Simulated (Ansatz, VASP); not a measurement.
# Al3O in VASP and in Ansatz

```
Al O
1.0
     2.81684    0.00000    0.00000
     0.00000    2.81684    0.00000
     0.00000    0.00000   21.10430
Al O
3 1
Direct
  0.50000 0.50000 0.18953
  0.00000 0.00000 0.28675
  0.50000 0.50000 0.38401
  0.00000 0.00000 0.52285
```

Alike in both runs: task single point; functional LDA; k mesh 9 × 9 × 1; occupations gaussian, width 0.1 eV; no spin polarisation.

|  | VASP | Ansatz |
| --- | --- | --- |
| version | VASP 6.6.1 | Ansatz 0.2.0 |
| potentials or method | VASP PAW LDA potentials, release 64 (Al, O), cutoff 520 eV | scalar-relativistic, plane waves, PAW |
| valence electrons in the cell | 15 | 15 |

```csv
,VASP,Ansatz,Ansatz less VASP
gap on the k mesh at the Fermi level (eV),none,none,-
rms of the force components (eV/Å),0.488,0.488,-0.0001
"work function, face that differs most (eV)",9.67,9.67,+0.007
```

LDA's correlation is that of Perdew and Zunger in VASP and of Perdew and Wang (1992) in Ansatz. Atom by atom the forces differ by 0.001 eV/Å (rms over components). A gap of «none» marks a metal or a gap that the smearing closes.
